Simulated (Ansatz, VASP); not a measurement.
# One calculation of SrO, two programs

INCAR

```
  ALGO = Normal
  EDIFF = 1E-6
  ENCUT = 520
  GGA = PE
  ISIF = 2
  ISMEAR = -1
  LASPH = True
  LCHARG = False
  LREAL = False
  LWAVE = False
  NBANDS = 15
  NELM = 100
  PREC = Accurate
  SIGMA = 0.02
```

KPOINTS

```
k-points
0
Gamma
  8 8 8
```

Contents of POSCAR:

```
SrO
1.0
    0.0342519743      2.8265324913      2.8265324913
    2.8265324913      0.0342519743      2.8265324913
    2.8265324913      2.8265324913      0.0342519743
Sr O
1 1
Direct
    0.0010233358      0.0010233358      0.0010233358
    0.2489766642      0.2489766642      0.2489766642
```

Input for Ansatz:

```yaml
crystal:
  lattice:
    - [0.0342519743, 2.8265324913, 2.8265324913]
    - [2.8265324913, 0.0342519743, 2.8265324913]
    - [2.8265324913, 2.8265324913, 0.0342519743]
  atoms:
    - { symbol: Sr, position: [0.0010233358, 0.0010233358, 0.0010233358] }
    - { symbol: O, position: [0.2489766642, 0.2489766642, 0.2489766642] }
kpoints:
  mp_grid: { grid: [8, 8, 8] }
  band_path:
    path:
      - [0.0, 0.0, 0.0]
      - [-0.5, -0.5, 0.0]
      - [-0.375, -0.375, 0.25]
      - [-0.375, 0.0, 0.375]
      - [0.0, 0.0, 0.5]
      - [-0.5, -0.25, 0.25]
    npoints: 1
hamiltonian:
  xc: pbe
scf:
  occupations: { method: fermi_dirac, width: 0.02 }
  n_extra_bands: 4
output:
  forces: true
  stress: true
  eigenvalues: true
```

Change from the starting cell: shear_111 strain +1.8%.

Alike in both runs: task single point; functional PBE; k mesh 8 × 8 × 8; occupations fermi-dirac, width 0.02 eV; no spin polarisation.

```csv
,VASP,Ansatz
version,VASP 6.6.1,Ansatz 0.2.0
potentials or method,"VASP PAW PBE potentials, release 64 (Sr_sv, O)","plane waves, PAW"
plane-wave cutoff (eV),520,420
valence electrons in the cell,16,16
```

```tsv
	VASP	Ansatz	Ansatz less VASP
gap on the k mesh at the Fermi level (eV)	2.48	2.47	-0.005
pressure (GPa)	0.2	-0.2	-0.43
traceless stress, the component that is largest in VASP (GPa)	-0.33	-0.33	+0.003
rms of the force components (eV/Å)	0.002	0.004	+0.0019
```

Atom by atom the forces differ by 0.002 eV/Å (rms over components).
